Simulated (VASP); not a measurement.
Wanted: the native input for a VASP 6.6.1 run.

```yaml
Task: electric field gradients
Functional: LDA
Potentials_or_basis: VASP PAW LDA potentials, release 64 (Sc_sv, Pt)
Cutoff: 520 eV
k_mesh: 10 × 10 × 10
Occupations: fermi-dirac, width 0.05 eV
Spin: no spin polarisation
Dipole_correction: no
Further_INCAR_settings: ALGO = Normal; EDIFF = 1e-08; NBANDS = 18
```

The structure of ScPt lies in POSCAR:

```
ScPt
1.0
    3.2700000000      0.0000000000      0.0000000000
    0.0000000000      3.2700000000      0.0000000000
    0.0000000000      0.0000000000      3.2700000000
Sc Pt
1 1
Direct
    0.5000000000      0.5000000000      0.5000000000
    0.0000000000      0.0000000000      0.0000000000
```

The input as run:

INCAR

```
ALGO = Normal
EDIFF = 1E-8
ENCUT = 520
GGA = CA
ISIF = 2
ISMEAR = -1
LASPH = True
LCHARG = False
LEFG = True
LREAL = False
LWAVE = False
NBANDS = 18
NELM = 80
PREC = Accurate
SIGMA = 0.05
```

KPOINTS

```
k-points
0
Gamma
  10 10 10
```

Potentials or basis: VASP PAW LDA potentials, release 64 (Sc_sv, Pt).

Launch:

```bash
$ cat potpaw_LDA.64/Sc_sv/POTCAR potpaw_LDA.64/Pt/POTCAR > POTCAR
$ mpirun -np 1 vasp_std > vasp.out
```

It gave:

The pressure is -4.8 GPa, the band gap on the k mesh is zero (an odd number of electrons rules out a gap without spin polarisation) and the largest electric field gradient by atom is zero within the noise of the run.

Caveat: the cell stands under tension; spin-orbit coupling is left out, which moves the levels of the heavy elements.

It took 36 s on 1 thread of AMD EPYC 7R13, on a shared host, peak memory 0.13 GiB.
